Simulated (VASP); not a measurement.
A run of VASP 6.6.1 is set up as follows.

Contents of INCAR:

```
SYSTEM = MgO2
  ALGO = Normal
  EDIFF = 1E-6
  ENCUT = 750
  GGA = PS
  GGA_COMPAT = .FALSE.
  ISIF = 2
  ISMEAR = 0
  LASPH = .TRUE.
  LCHARG = .TRUE.
  LELF = .TRUE.
  LREAL = .FALSE.
  LVHAR = .TRUE.
  LWAVE = .FALSE.
  NBANDS = 56
  NELM = 120
  PREC = Accurate
  SIGMA = 0.01
```

File KPOINTS:

```
k-points
0
G
  6 6 6
  0 0 0
```

File POSCAR:

```
MgO2
1.0
    4.8408307549      0.0000000000      0.0000000000
    0.0000000000      4.8408307549      0.0000000000
    0.0000000000      0.0000000000      4.8408307549
Mg O
4 8
Direct
    0.0000000000      0.5000000000      0.5000000000
    0.5000000000      0.5000000000      0.0000000000
    0.5000000000      0.0000000000      0.5000000000
    0.0000000000      0.0000000000      0.0000000000
    0.4116319357      0.0883680643      0.9116319357
    0.0883680643      0.9116319357      0.4116319357
    0.9116319357      0.4116319357      0.0883680643
    0.5883680643      0.5883680643      0.5883680643
    0.4116319357      0.4116319357      0.4116319357
    0.0883680643      0.5883680643      0.9116319357
    0.9116319357      0.0883680643      0.5883680643
    0.5883680643      0.9116319357      0.0883680643
```

Potentials or basis: VASP PAW PBE potentials, release 64 (Mg_sv, O).

Launch:

```bash
$ cat potpaw_PBE.64/Mg_sv/POTCAR potpaw_PBE.64/O/POTCAR > POTCAR
$ mpirun -np 1 vasp_std > vasp.out
```

Q: Predict the largest force.

A: 0.140 eV/Å.

Q: What does it give for the band gap on the k mesh?

A: 3.95 eV (least direct gap 4.07 eV).

Q: What does it give for the pressure?

A: 0.0 GPa.

Forces on the atoms (eV/Å):
```
Mg   0.000  0.000  0.000
Mg   0.000  0.000  0.000
Mg   0.000  0.000  0.000
Mg   0.000  0.000  0.000
O   -0.081  0.081 -0.081
O    0.081 -0.081 -0.081
O   -0.081 -0.081  0.081
O    0.081  0.081  0.081
O   -0.081 -0.081 -0.081
O    0.081  0.081 -0.081
O   -0.081  0.081  0.081
O    0.081 -0.081  0.081
```

Caveat: the PAW data sets were made with another functional, which shifts forces and pressure a little. A k mesh can miss the band edges.
